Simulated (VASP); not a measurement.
The system is NaF.

```
Na F
1.0
     3.29195    0.00000    0.00000
    -1.64597    2.85091    0.00000
     0.00000    0.00000    5.50390
Na F
2 2
Direct
  0.00000 0.00000 0.00000
  0.00000 0.00000 0.50000
  0.33333 0.66667 0.25000
  0.66667 0.33333 0.75000
```

This cell differs from its parent crystal: epitaxial xy strain +3.6%.

Program: VASP 6.6.1. Alike in all runs: task single point; potentials or basis VASP PAW PBE potentials, release 64 (Na_pv, F); no spin polarisation; cell as given; cutoff (eV) 520.

**Question.** Order these runs on this cell by their band gap on the k mesh, lowest first.
A. level r2SCAN; k mesh 12 × 12 × 6; smearing gaussian 0.01 eV
B. level PBE; k mesh 12 × 12 × 6; smearing fermi-dirac 0.02 eV
C. level HSE06; k mesh 6 × 6 × 4; smearing gaussian 0.01 eV; grid for exact exchange (PRECFOCK) Normal; screening parameter 0.2079 1/Å

**Answer.** B (6.10 eV), A (6.97 eV), C (8.24 eV).

A k mesh can miss the band edges.
